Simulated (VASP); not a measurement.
Wanted: the native input for a VASP 6.6.1 run.

```yaml
Task: single point
Functional: LDA
Potentials_or_basis: VASP PAW LDA potentials, release 64 (C_h)
Cutoff: 910 eV
k_mesh: 12 × 12 × 12
Occupations: gaussian, width 0.05 eV
Spin: no spin polarisation
Dipole_correction: no
Second_run: hard_potentials
Further_INCAR_settings: ALGO = Normal; EDIFF = 1e-06; NBANDS = 11
```

The structure of C lies in POSCAR:

```
C
1.0
    0.0000000000      1.9997346457      1.8275720603
    1.4700036137      0.0000000000      1.8275720603
    1.4700036137      1.9997346457      0.0000000000
C
2
Direct
    0.5000000000      0.5000000000      0.5000000000
    0.7500000000      0.7500000000      0.7500000000
```

This cell differs from its parent crystal: strain +e along x and -e along y -0.1500, strain +e along z and -e/2 along x and y +0.0350.

These files were run (other wordings do the same):

INCAR

```
SYSTEM = C
PREC = Accurate
ENCUT = 910
EDIFF = 1E-6
ISMEAR = 0
SIGMA = 0.05
LREAL = .FALSE.
LASPH = .TRUE.
NELM = 120
ALGO = Normal
ISIF = 2
LWAVE = .FALSE.
LCHARG = .FALSE.
GGA = CA
NBANDS = 11
GGA_COMPAT = .FALSE.
```

KPOINTS

```
Automatic mesh
0
G
  12 12 12
  0 0 0
```

Potentials or basis: VASP PAW LDA potentials, release 64 (C_h).

Run with:

```bash
$ cat potpaw_LDA.64/C_h/POTCAR > POTCAR
$ mpirun -np 1 vasp_std > vasp.out
```

Results of the run:

The pressure is 13.1 GPa and the band gap on the k mesh is zero (band 4 reaches 14.02 eV, above the bottom of band 5 at 12.03 eV).

Caveat: the cell differs from its parent crystal (strain +e along x and -e along y -0.1500, strain +e along z and -e/2 along x and y +0.0350); the cutoff is under 1.25 times the usual one of these potentials, so pressure, stress and relaxed cells hold a basis-set (Pulay) error.

It took 53 s on 1 thread of AMD EPYC 7R13 Processor (Zen 3), on a shared host, peak memory 0.13 GiB.
